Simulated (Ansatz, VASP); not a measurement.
# Two plane-wave programs on C

```
C
1.0
     2.40304    0.00000    0.00000
    -1.20152    2.08110    0.00000
     0.00000    0.00000    3.48267
C
2
Direct
  0.32865 0.65730 0.00000
  0.67135 0.34270 0.00000
```

Change from the starting cell: mode 6 frozen in at -0.020 Å, equal normal strain along x, y and z -0.0250.

Alike in both runs: task single point; functional PBE; dispersion D3(BJ); k mesh 21 × 21 × 12; occupations gaussian, width 0.15 eV; no spin polarisation.

|  | VASP | Ansatz |
| --- | --- | --- |
| version | VASP 6.6.1 | Ansatz 0.2.0 |
| potentials or method | VASP PAW PBE potentials, release 64 (C), cutoff 520 eV | scalar-relativistic, plane waves, PAW |
| valence electrons in the cell | 8 | 8 |

Ansatz gave:

| Item | Value |
| --- | --- |
| gap on the k mesh at the Fermi level (eV) | none |
| pressure (GPa) | 25.1 |
| traceless stress, the component that is largest in VASP (GPa) | -24.35 |
| rms of the force components (eV/Å) | 1.393 |

Q: What did VASP give for the same quantities?

A: gap on the k mesh at the Fermi level (eV): none; pressure (GPa): 25.5; traceless stress, the component that is largest in VASP (GPa): -24.89; rms of the force components (eV/Å): 1.392.

Atom by atom the forces differ by 0.002 eV/Å (rms over components). A gap of «none» marks a metal or a gap that the smearing closes.
